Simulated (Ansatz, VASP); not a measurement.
## One calculation of SrO, two programs

```xyz
4
Lattice="3.5769 0.0000 0.0000 -1.7885 3.0977 0.0000 0.0000 0.0000 6.2426" Properties=species:S:1:pos:R:3 pbc="T T T"
Sr    0.0000    2.0652    1.5607
Sr    1.7885    1.0326    4.6820
O     0.0000   -0.1425    0.0000
O     0.0000    0.1425    3.1213
```

Change from the starting cell: mode 6 frozen in at +0.000 Å and mode 7 at -0.142 Å (largest displacements).

Alike in both runs: task single point; functional PBE; k mesh 9 × 9 × 4; occupations gaussian, width 0.05 eV; no spin polarisation.

|  | VASP | Ansatz |
| --- | --- | --- |
| version | VASP 6.6.1 | Ansatz 0.2.0 |
| potentials or method | VASP PAW PBE potentials, release 64 (Sr_sv, O), cutoff 520 eV | scalar-relativistic, plane waves, PAW |
| valence electrons in the cell | 32 | 32 |

|  | VASP | Ansatz | Ansatz less VASP |
| --- | --- | --- | --- |
| gap on the k mesh at the Fermi level (eV) | 3.02 | 3.02 | +0.004 |
| least direct gap on the mesh (eV) | 3.02 | 3.02 | +0.004 |
| pressure (GPa) | 1.1 | 0.6 | -0.52 |
| traceless stress, the component that is largest in VASP (GPa) | 0.14 | 0.14 | -0.002 |
| rms of the force components (eV/Å) | 0.128 | 0.119 | -0.0089 |

Atom by atom the forces differ by 0.009 eV/Å (rms over components).
